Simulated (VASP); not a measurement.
CsPPb: relaxation of cell and atoms with PBEsol

CsPPb:

```
Cs P Pb
1.0
     5.11154    0.00000    0.00000
     0.00000    5.11154    0.00000
     0.00000    0.00000    9.02274
Cs P Pb
2 2 2
Direct
  0.00000 0.50000 0.80483
  0.50000 0.00000 0.19517
  0.50000 0.00000 0.64510
  0.00000 0.50000 0.35490
  0.50000 0.50000 0.00000
  0.00000 0.00000 0.00000
```

| Item | Value |
| --- | --- |
| Program | VASP 6.6.1 |
| Task | relaxation of cell and atoms |
| Functional | PBEsol |
| Potentials or basis | VASP PAW PBE potentials, release 64 (Cs_sv, P, Pb_d) |
| Cutoff | 600 eV |
| k mesh | 4 × 4 × 2 |
| Occupations | fermi-dirac, width 0.03 eV |
| Spin | no spin polarisation |
| Dipole correction | no |
| Further INCAR settings | ALGO = Normal; EDIFF = 1e-07; IBRION = 2; EDIFFG = -0.01; NSW = 100; ISIF = 3 |

```
Relaxed volume                        : 34.61 Å³/atom
Relaxed cell                          : a = 5.150 Å, b = 5.150 Å, c = 7.830 Å, α = 90.00°, β = 90.00°, γ = 90.00°
Space group after relaxing (to 0.1 Å) : P4/nmm (No. 129)
Energy gained by relaxing             : 1566.7 meV/atom
Ionic steps                           : 29
Pressure after relaxing               : 0.0 GPa
Largest force after relaxing          : 0.007 eV/Å
Band gap on the k mesh                : zero (bands 28 and 29 overlap by 0.90 eV)
```

Forces in eV/Å, atoms in the order of the input:
```
Cs   0.000  0.000 -0.007
Cs   0.000  0.000  0.007
P    0.000  0.000 -0.004
P    0.000  0.000  0.004
Pb   0.000  0.000  0.000
Pb   0.000  0.000  0.000
```

The path:
```
step  energy change (eV)  largest force (eV/Å)  pressure (GPa)  volume (Å³)
   1              0.0000                3.9242            2.52       235.74
   2             -1.5711                2.3987           -1.05       257.33
   3             -2.3023                1.5752           -2.83       279.57
   4             -2.5402                1.7150           -3.97       326.82
   5             -4.1057                2.1975           -4.17       293.92
   6             -3.7136                7.1733            5.38       205.25
   7             -5.1453                3.0048           -3.17       258.79
   8             -5.0857                5.1674            1.04       221.78
   9             -5.4327                3.7785           -1.82       240.69
  10             -7.3853                2.9807           -0.66       212.73
  11             -8.6401                1.2113            5.15       177.49
  12             -9.2974                0.3486            1.38       194.80
  13             -9.3683                0.1805            0.50       201.25
  14             -9.3531                0.1595           -0.75       214.40
  15             -9.3837                0.1119           -0.11       206.97
  16             -9.3840                0.1091           -0.04       206.30
  17             -9.3838                0.1065            0.02       205.71
  18             -9.3855                0.0964            0.03       205.67
  19             -9.3900                0.0757            0.06       205.57
  20             -9.3954                0.0868            0.15       205.34
  21             -9.3816                0.1863            0.44       204.83
  22             -9.3958                0.0830            0.18       205.28
  23             -9.3979                0.0797           -0.04       207.10
  24             -9.3980                0.0788           -0.10       207.60
  25             -9.3995                0.0323           -0.03       207.61
  26             -9.3997                0.0327            0.01       207.61
  27             -9.3999                0.0254           -0.01       207.74
  28             -9.4001                0.0104           -0.06       208.00
  29             -9.4002                0.0072           -0.01       207.67
```

Final structure:
```yaml
crystal:
  lattice:
    - [5.14980, 0.00000, 0.00000]
    - [0.00000, 5.14980, 0.00000]
    - [0.00000, 0.00000, 7.83041]
  atoms:
    - { symbol: Cs, position: [0.00000, 0.50000, 0.64502] }
    - { symbol: Cs, position: [0.50000, 0.00000, 0.35498] }
    - { symbol: P, position: [0.50000, 0.00000, 0.82081] }
    - { symbol: P, position: [0.00000, 0.50000, 0.17919] }
    - { symbol: Pb, position: [0.50000, 0.50000, 0.00000] }
    - { symbol: Pb, position: [0.00000, 0.00000, 0.00000] }
```

Levels at points of the mesh, in eV from the Fermi level:
```tsv
k point	band 26	band 27	band 28	band 29	band 30	band 31
(0.00, 0.00, 0.00)	-1.77	-1.40	-1.22	-0.31	-0.06	1.39
(0.50, 0.00, 0.00)	-2.22	-1.73	-1.73	1.22	1.22	1.67
(0.50, 0.50, 0.00)	-2.82	0.42	0.42	0.80	0.80	2.69
(0.00, 0.00, 0.50)	-1.70	-1.70	-0.86	-0.49	0.21	2.12
(0.50, 0.00, 0.50)	-2.10	-1.96	-1.96	1.44	1.44	1.89
(0.50, 0.50, 0.50)	-2.84	0.37	0.37	1.73	1.73	1.98
```

It took 19 min on 1 thread of AMD EPYC 9R45 96-Core Processor (Zen 5), with other jobs on the host, peak memory 0.42 GiB.

Caveat: the PAW data sets were made with another functional, which shifts forces and pressure a little; spin-orbit coupling is left out, which moves the levels of the heavy elements.
